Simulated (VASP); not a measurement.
Rh: single point with PBE

Rh:

```xyz
1
Lattice="0.0000 2.0586 1.9150 1.9150 0.0000 1.9150 1.9150 2.0586 0.0000" Properties=species:S:1:pos:R:3 pbc="T T T"
Rh    0.0000    0.0000    0.0000
```

This cell differs from its parent crystal: strain +0.0750 x Voigt [0, 1, 0, 0, 0, 0].

```json
{"Program": "VASP 6.6.1", "Task": "single point", "Functional": "PBE", "Potentials or basis": "VASP PAW PBE potentials, release 64 (Rh_pv)", "Cutoff": "520 eV", "k mesh": "26 × 26 × 26", "Occupations": "gaussian, width 0.15 eV", "Spin": "no spin polarisation", "Dipole correction": "no", "Further INCAR settings": "ALGO = Fast; EDIFF = 1e-07; NBANDS = 14"}
```

The pressure is -14.5 GPa and the band gap on the k mesh is zero (an odd number of electrons rules out a gap without spin polarisation).

Stress tensor (GPa, compression positive):
```
 -9.97   0.00   0.00
  0.00 -23.66   0.00
  0.00   0.00  -9.97
```

Levels at points of the mesh, in eV from the Fermi level:
```
           k point  band 5  band 6  band 7  band 8  band 9  band 10
(0.00, 0.00, 0.00)   -3.11   -2.38   -2.38   -1.30   -0.45    16.11
(0.50, 0.00, 0.00)   -3.04   -2.35    0.34    0.64    0.87     7.78
(0.50, 0.50, 0.00)   -5.12    0.40    0.53    1.17    3.67    11.80
(0.50, 0.00, 0.50)   -5.13    0.52    0.80    0.80    2.27     9.90
```

Run time: 2.9 min on 1 thread of Intel(R) Xeon(R) Platinum 8259CL CPU @ 2.50GHz (Skylake/Cascade Lake), with other jobs on the host, peak memory 0.35 GiB.

Caveat: the cell differs from its parent crystal (strain +0.0750 x Voigt [0, 1, 0, 0, 0, 0]); the cell stands under tension.
